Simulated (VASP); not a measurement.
## Si3Br2: relaxation of cell and atoms with PBE

Si3Br2:

```
CELL_PARAMETERS angstrom
7.87330 0.00000 0.00000
0.00000 7.87330 0.00000
0.00000 0.00000 3.95540
ATOMIC_POSITIONS crystal
Si 0.00000 0.00000 0.00000
Si 0.50000 0.50000 0.00000
Si 0.18000 0.68000 0.50000
Si 0.32000 0.18000 0.50000
Si 0.82000 0.32000 0.50000
Si 0.68000 0.82000 0.50000
Br 0.38000 0.88000 0.00000
Br 0.12000 0.38000 0.00000
Br 0.62000 0.12000 0.00000
Br 0.88000 0.62000 0.00000
```

- Program: VASP 6.6.1
- Task: relaxation of cell and atoms
- Functional: PBE
- Potentials or basis: VASP PAW PBE potentials, release 64 (Si, Br)
- Cutoff: 600 eV
- k mesh: 2 × 2 × 4
- Occupations: gaussian, width 0.1 eV
- Spin: no spin polarisation
- Dipole correction: no
- Further INCAR settings: ALGO = Normal; EDIFF = 1e-06; IBRION = 2; EDIFFG = -0.04; NSW = 90; ISIF = 3

```json
{
 "Relaxed volume": "24.36 Å³/atom",
 "Relaxed cell": "a = 8.462 Å, b = 8.462 Å, c = 3.402 Å, α = 90.00°, β = 90.00°, γ = 90.00°",
 "Space group after relaxing (to 0.1 Å)": "P4/mbm (No. 127)",
 "Energy gained by relaxing": "235.3 meV/atom",
 "Ionic steps": "14",
 "Pressure after relaxing": "-0.1 GPa",
 "Largest force after relaxing": "0.023 eV/Å",
 "Band gap on the k mesh": "zero (bands 26 and 27 overlap by 0.71 eV)"
}
```

Forces on the atoms (eV/Å):
```
Si   0.000  0.000  0.000
Si   0.000  0.000  0.000
Si  -0.003 -0.003  0.000
Si   0.003 -0.003  0.000
Si   0.003  0.003  0.000
Si  -0.003  0.003  0.000
Br   0.016  0.016  0.000
Br  -0.016  0.016  0.000
Br  -0.016 -0.016  0.000
Br   0.016 -0.016  0.000
```

Stress tensor (GPa, compression positive):
```
-0.14  0.00  0.00
 0.00 -0.14  0.00
 0.00  0.00 -0.04
```

The path:
```tsv
step	energy change (eV)	largest force (eV/Å)	pressure (GPa)	volume (Å³)
1	0.0000	2.7559	-1.88	245.19
2	-1.6388	0.9656	-1.52	234.74
3	-2.0519	0.2134	0.24	227.04
4	-2.0721	0.1426	0.91	224.91
5	-2.1016	0.2180	0.14	229.68
6	-2.1103	0.2776	-0.53	234.21
7	-2.1344	0.2680	-0.53	235.11
8	-2.1801	0.2403	-0.32	237.69
9	-2.1837	0.3012	-0.18	238.64
10	-2.2181	0.3068	-0.04	238.61
11	-2.2960	0.3144	0.47	238.54
12	-2.2721	0.4043	1.66	238.34
13	-2.3214	0.3122	0.88	238.47
14	-2.3533	0.0232	-0.10	243.62
```

Final structure:
```
Si Br
1.0
     8.46180    0.00000    0.00000
     0.00000    8.46180    0.00000
     0.00000    0.00000    3.40238
Si Br
6 4
Direct
  0.00000 0.00000 0.00000
  0.50000 0.50000 0.00000
  0.21326 0.71326 0.50000
  0.28674 0.21326 0.50000
  0.78674 0.28674 0.50000
  0.71326 0.78674 0.50000
  0.37046 0.87046 0.00000
  0.12954 0.37046 0.00000
  0.62954 0.12954 0.00000
  0.87046 0.62954 0.00000
```

Levels at points of the mesh, in eV from the Fermi level:
```
           k point  band 23  band 24  band 25  band 26  band 27  band 28  band 29  band 30
(0.00, 0.00, 0.00)    -1.07    -1.07    -0.23     0.24     0.24     0.56     2.00     2.06
(0.50, 0.00, 0.00)    -1.39    -1.39    -0.15    -0.15     1.60     1.60     2.05     2.05
(0.50, 0.50, 0.00)    -0.46    -0.46     0.31     0.31     0.34     0.34     1.72     1.72
(0.00, 0.00, 0.50)    -2.79    -0.95    -0.26     0.10     0.10     0.22     0.22     0.24
(0.50, 0.00, 0.50)    -2.33    -2.33     0.00     0.00     0.39     0.39     0.82     0.82
(0.50, 0.50, 0.50)    -2.18    -2.18    -0.66    -0.66    -0.40    -0.40     1.37     1.37
```

It took 8 min on 1 thread of Intel(R) Xeon(R) 6975P-C (Granite Rapids) (shared host), peak memory 0.4 GiB.

Caveat: the k points lie up to 0.46 Å⁻¹ apart in the final cell, too coarse for converged energies and pressures of a metal.
